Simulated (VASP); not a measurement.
# Pt in VASP: a series of runs

Pt is run at these levels: PBE; tasks: single point.

Everything below comes from runs of VASP 6.6.1. Logs are shortened: lines on timing, memory, paths and dates and some standing lists are left out, and cuts for length are marked.

### Step 1. The cell of the first run

The cell holds a slab with vacuum, 3 atoms: a = 2.807 Å, b = 2.807 Å, c = 17.970 Å, α = 90.00°, β = 90.00°, γ = 90.00°.

### Step 2. Single point, PBE

Contents of INCAR:

```
SYSTEM = Pt
ALGO = Normal ; DIPOL = 0.5 0.5 0.497
EDIFF = 1E-6 ; ENCUT = 520
GGA = PE ; IDIPOL = 3
ISIF = 2 ; ISMEAR = 0
LASPH = .True. ; LCHARG = .True.
LDIPOL = .True. ; LELF = .True.
LREAL = .False. ; LVACPOTAV = .True.
LVHAR = .True. ; LWAVE = .False.
NBANDS = 22 ; NELM = 80
PREC = Accurate ; SIGMA = 0.1
```

Contents of KPOINTS:

```
k-points
0
Gamma
  10 10 1
  0 0 0
```

Contents of POSCAR:

```
Pt
1.0
    2.8071640675      0.0000000000      0.0000000000
    0.0000000000      2.8071640675      0.0000000000
    0.0000000000      0.0000000000     17.9699294961
Pt
3
Direct
    0.5000000000      0.5000000000      0.3895396474
    0.0000000000      0.0000000000      0.4967395046
    0.5000000000      0.5000000000      0.6038638122
```

Potentials or basis: VASP PAW PBE potentials, release 64 (Pt).

The run is started by

```console
cat potpaw_PBE.64/Pt/POTCAR > POTCAR
mpirun -np 1 vasp_std > vasp.out
```

OUTCAR:

```text
SYSTEM = Pt
   EDIFF = 1E-6
   ENCUT = 520
   GGA = PE
   ISIF = 2
   ISMEAR = 0
   LASPH = .True.
   LREAL = .False.
   NELM = 80
   PREC = Accurate

 ion  position               nearest neighbor table
   1  0.500  0.500  0.390-   2 2.77   2 2.77   2 2.77   2 2.77
   2  0.000  0.000  0.497-   3 2.77   3 2.77   3 2.77   3 2.77   1 2.77   1 2.77   1 2.77   1 2.77

   3  0.500  0.500  0.604-   2 2.77   2 2.77   2 2.77   2 2.77

  LATTYP: Found a simple tetragonal cell.
 ALAT       =     2.8071640675
 C/A-ratio  =     6.4014532332

  Lattice vectors:

 A1 = (   2.8071640675,   0.0000000000,   0.0000000000)
 A2 = (   0.0000000000,   2.8071640675,   0.0000000000)
 A3 = (   0.0000000000,   0.0000000000,  17.9699294961)

Analysis of symmetry for initial positions (statically):
=====================================================================
 Subroutine PRICEL returns:
 Original cell was already a primitive cell.

 Routine SETGRP: Setting up the symmetry group for a
 simple tetragonal supercell.

 Subroutine GETGRP returns: Found  8 space group operations
 (whereof  8 operations were pure point group operations)
 out of a pool of 16 trial point group operations.

The static configuration has the point symmetry C_4v.

Analysis of symmetry for dynamics (positions and initial velocities):
=====================================================================
 Subroutine PRICEL returns:
 Original cell was already a primitive cell.

 Routine SETGRP: Setting up the symmetry group for a
 simple tetragonal supercell.

 Subroutine GETGRP returns: Found  8 space group operations
 (whereof  8 operations were pure point group operations)
 out of a pool of 16 trial point group operations.

The dynamic configuration has the point symmetry C_4v.

 Subroutine INISYM returns: Found  8 space group operations
 (whereof  8 operations are pure point group operations),
 and found     1 'primitive' translations

----------------------------------------------------------------------------------------

                                     Primitive cell

  volume of cell :     141.6061

  direct lattice vectors                    reciprocal lattice vectors
     2.807164068  0.000000000  0.000000000     0.356231405  0.000000000  0.000000000
     0.000000000  2.807164068  0.000000000     0.000000000  0.356231405  0.000000000
     0.000000000  0.000000000 17.969929496     0.000000000  0.000000000  0.055648521

  length of vectors
     2.807164068  2.807164068 17.969929496     0.356231405  0.356231405  0.055648521
[... 83 lines left out ...]
   IBRION =     -1    ionic relax: 0-MD 1-quasi-New 2-CG
   NFREE  =      0    steps in history (QN), initial steepest desc. (CG)
   ISIF   =      2    stress and relaxation
   ISYM   =      2    0-nonsym 1-usesym 2-fastsym
   POTIM  = 0.5000    time-step for ionic-motion
   TEBEG  =    0.0;   TEEND  =   0.0 temperature during run
   PSTRESS=    0.0 pullay stress
   NELECT =      30.0000    total number of electrons
   NUPDOWN=      -1.0000    fix difference up-down
   EMIN   =  10.00;   EMAX   =-10.00  energy-range for DOS
   EFERMI =   0.00;   METHOD = LEGACY
   ISMEAR =     0;   SIGMA  =   0.10  broadening in eV -4-tet -1-fermi 0-gaus
   EFERMI_NEDOS =   21; number of points for ismear=-14 and -15
   IALGO  =     38    algorithm
   IMIX   =      4    mixing-type and parameters
     AMIX     =   0.40;   BMIX     =  1.00
     AMIX_MAG =   1.60;   BMIX_MAG =  1.00
  volume/ion in A,a.u.               =      47.20       318.54
  Fermi-wavevector in a.u.,A,eV,Ry     =   0.975936  1.844251 12.958879  0.952451
  Thomas-Fermi vector in A             =   2.106515
   LORBIT       =      0    0 simple, 1 ext, 2 COOP (PROOUT), +10 PAW based schemes
   GGA     = PE    functional components
   LHFCALC =     F    Hartree Fock is set to
   AEXX    =    0.0000 exact exchange contribution
   IVDW    =     0    specifies the selected vdW correction
   LEPSILON=     F    determine dielectric tensor
   LRPA    =     F    only Hartree local field effects (RPA)
 non-spin polarized calculation
 Gauss-broadening in eV      SIGMA  =   0.10
  energy-cutoff  :      520.00
  volume of cell :      141.61
 maximum number of plane-waves:      3867
 NGX is ok and might be reduce to    24

 dipolmoment           0.000000      0.000000      0.000107 electrons x Angstroem

 number of electron      29.9999994 magnetization

 dipolmoment           0.000000      0.000000     -0.000008 electrons x Angstroem

 Free energy of the ion-electron system (eV)
  ---------------------------------------------------
  ext. energy  EPLUGINS =         0.00000000
  ---------------------------------------------------
  free energy    TOTEN  =       -16.49110953 eV

  energy without entropy =      -16.46172540  energy(sigma->0) =      -16.47641747

 E-fermi :  -0.3196     XC(G=0):  -5.4389

 val. band max:       -0.3323220878   @ k =   0.3000   0.2000   0.0000
 cond. band min:      -0.3184875266   @ k =   0.4000   0.4000   0.0000
 fundamental gap:      0.0138345611
 Fermi energy:        -0.3196352798

 k-point     1 :       0.0000    0.0000    0.0000
  band No.  band energies     occupation
      1      -9.1686      2.00000
      2      -6.6582      2.00000
      3      -6.5238      2.00000
      4      -6.2428      2.00000
      5      -4.9317      2.00000
      6      -4.0028      2.00000
[... 514 lines left out ...]
     21       7.3468      0.00000
     22       8.0109      0.00000

------------------------ aborting loop because EDIFF is reached ----------------------------------------

  FORCE on cell =-STRESS in cart. coord.  units (eV):
  Direction    XX          YY          ZZ          XY          YZ          ZX
  --------------------------------------------------------------------------------------
  -------------------------------------------------------------------------------------
  Total       -3.3143424     -3.3143424     -0.0578905      0.0000000     -0.0000000      0.0000000
  in kB      -37.4995446    -37.4995446     -0.6549918      0.0000000     -0.0000000      0.0000000
  external PRESSURE =     -25.2180270 kB  Pullay stress =       0.0000000 kB

 VOLUME and BASIS-vectors are now :
 -----------------------------------------------------------------------------
  energy-cutoff  :      520.00
  volume of cell :      141.61
      direct lattice vectors                 reciprocal lattice vectors
     2.807164068  0.000000000  0.000000000     0.356231405  0.000000000  0.000000000
     0.000000000  2.807164068  0.000000000     0.000000000  0.356231405  0.000000000
     0.000000000  0.000000000 17.969929496     0.000000000  0.000000000  0.055648521

 POSITION                                       TOTAL-FORCE (eV/Angst)
 -----------------------------------------------------------------------------------
      1.40358      1.40358      7.00000         0.000000     -0.000000      0.009774
      0.00000      0.00000      8.92637        -0.000000      0.000000     -0.008972
      1.40358      1.40358     10.85139         0.000000      0.000000     -0.000801
 -----------------------------------------------------------------------------------
    total drift:                                0.000000     -0.000000      0.000315

  FREE ENERGIE OF THE ION-ELECTRON SYSTEM (eV)
  ---------------------------------------------------
  free  energy   TOTEN  =       -16.4911095343 eV

  energy  without entropy=      -16.4617254007  energy(sigma->0) =      -16.47641747

 vacuum level on the upper side and lower side of the slab         5.368         5.369
```

stdout:

```text
POSCAR found type information on POSCAR Pt
 POSCAR found :  1 types and       3 ions
 scaLAPACK will be used
 LDA part: xc-table for (Slater+PW92), standard interpolation
 POSCAR, INCAR and KPOINTS ok, starting setup
 FFT: planning ... GRIDC
 FFT: planning ... GRID_SOFT
 FFT: planning ... GRID
 WAVECAR not read
 entering main loop
 -----------------------------------------------------------------------------
|                                                                             |
|           W    W    AA    RRRRR   N    N  II  N    N   GGGG   !!!           |
|           W    W   A  A   R    R  NN   N  II  NN   N  G    G  !!!           |
|           W    W  A    A  R    R  N N  N  II  N N  N  G       !!!           |
|           W WW W  AAAAAA  RRRRR   N  N N  II  N  N N  G  GGG   !            |
|           WW  WW  A    A  R   R   N   NN  II  N   NN  G    G                |
|           W    W  A    A  R    R  N    N  II  N    N   GGGG   !!!           |
|                                                                             |
|     Did not find any points to average over, which means that no vacuum     |
|     field-free region was found. Please increase the size of  your cell     |
|     in the dimension of the dipole correction to obtain accurate            |
|     workfunction values.                                                    |
|                                                                             |
 -----------------------------------------------------------------------------
```

Wall time 56 s (1 thread of AMD EPYC 9R45 (Zen 5), shared host); peak memory 0.24 GiB.

Results:

| Property | Result |
| --- | --- |
| Free energy | -16.4911 eV |
| Largest force | 0.010 eV/Å |
| Band gap on the k mesh | zero (band 15 reaches 0.52 eV, above the bottom of band 16 at -0.67 eV) |

Forces in eV/Å, atoms in the order of the input:
```
Pt   0.000  0.000  0.010
Pt   0.000  0.000 -0.009
Pt   0.000  0.000 -0.001
```

Caveat: spin-orbit coupling is left out, which moves the levels of the heavy elements.

### Step 3. Single point, PBE

This run uses another cell than the first one: it holds 12 atoms, not 3.

Contents of INCAR:

```
PREC = Accurate ; ENCUT = 520
EDIFF = 1E-7 ; ISMEAR = 0
SIGMA = 0.1 ; LREAL = F
LASPH = T ; NELM = 100
ALGO = Normal ; ISIF = 2
LWAVE = F ; LCHARG = F
LDIPOL = T ; IDIPOL = 3
DIPOL = 0.5 0.5 0.306 ; GGA = PE
NBANDS = 72
```

Contents of KPOINTS:

```
Automatic mesh
0
Gamma
  5 5 1
```

Contents of POSCAR:

```
Pt
1.0
    5.6143281323      0.0000000000      0.0000000000
    0.0000000000      5.6143281323      0.0000000000
    0.0000000000      0.0000000000     19.3513792169
Pt
12
Direct
    0.2500000000      0.2500000000      0.2067036130
    0.2500000000      0.7500000000      0.2067036130
    0.7500000000      0.2500000000      0.2067036130
    0.7500000000      0.7500000000      0.2067036130
    0.0000000000      0.0000000000      0.3062504943
    0.0000000000      0.5000000000      0.3062504943
    0.5000000000      0.0000000000      0.3062504943
    0.5000000000      0.5000000000      0.3062504943
    0.2500000000      0.2500000000      0.4057271127
    0.2500000000      0.7500000000      0.4057271127
    0.7500000000      0.2500000000      0.4057271127
    0.7500000000      0.7500000000      0.4057271127
```

Potentials or basis: VASP PAW PBE potentials, release 64 (Pt).

The run is started by

```console
cat potpaw_PBE.64/Pt/POTCAR > POTCAR
mpirun -np 1 vasp_std > vasp.out
```

It took 8.1 min on 1 thread of Intel Xeon Platinum 8488C (Sapphire Rapids), shared host; peak memory 0.59 GiB.

Results (log left out):

* Free energy: -65.9657 eV
* Largest force: 0.009 eV/Å
* Band gap on the k mesh: zero (band 60 reaches -0.56 eV, above the bottom of band 61 at -0.71 eV)

Forces in eV/Å, atoms in the order of the input:
```
Pt   0.000  0.000  0.009
Pt   0.000  0.000  0.009
Pt   0.000  0.000  0.009
Pt   0.000  0.000  0.009
Pt   0.000  0.000 -0.009
Pt   0.000  0.000 -0.009
Pt   0.000  0.000 -0.009
Pt   0.000  0.000 -0.009
Pt   0.000  0.000  0.000
Pt   0.000  0.000  0.000
Pt   0.000  0.000  0.000
Pt   0.000  0.000  0.000
```

Levels at points of the mesh, in eV from the Fermi level:
```
           k point  band 57  band 58  band 59  band 60  band 61  band 62
(0.00, 0.00, 0.00)     0.04     0.08     0.14     0.14     0.34     0.79
```

Caveat: spin-orbit coupling is left out, which moves the levels of the heavy elements.
